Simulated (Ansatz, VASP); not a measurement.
## H: VASP beside Ansatz

```
H
1.0
     3.70974   -3.70974    0.00000
     3.70974    3.70974    0.00000
    -3.70974    0.00000    4.57113
H
8
Direct
  0.46497 0.44492 0.90825
  0.20684 0.69067 0.40167
  0.95381 0.95667 0.92184
  0.71128 0.23101 0.42342
  0.04592 0.05653 0.08627
  0.80587 0.29550 0.59726
  0.52903 0.53457 0.06857
  0.28228 0.79013 0.59273
```

Change from the starting cell: all atoms moved at random (sigma 0.06 Å a component).

Alike in both runs: task single point; functional PBE; k mesh 6 × 6 × 6; occupations gaussian, width 0.05 eV; no spin polarisation.

|  | VASP | Ansatz |
| --- | --- | --- |
| version | VASP 6.6.1 | Ansatz 0.2.0 |
| potentials or method | VASP PAW PBE potentials, release 64 (H), cutoff 520 eV | scalar-relativistic, plane waves, PAW |
| valence electrons in the cell | 8 | 8 |

|  | VASP | Ansatz | Ansatz less VASP |
| --- | --- | --- | --- |
| gap on the k mesh at the Fermi level (eV) | 8.53 | 8.53 | 0.000 |
| least direct gap on the mesh (eV) | 8.83 | 8.83 | -0.001 |
| pressure (GPa) | -1.7 | -1.6 | +0.14 |
| traceless stress, the component that is largest in VASP (GPa) | -3.17 | -3.15 | +0.022 |
| rms of the force components (eV/Å) | 0.992 | 0.992 | +0.0008 |

Atom by atom the forces differ by 0.005 eV/Å (rms over components). The functional is the same, so the differences come from potentials, cutoffs and numerics.
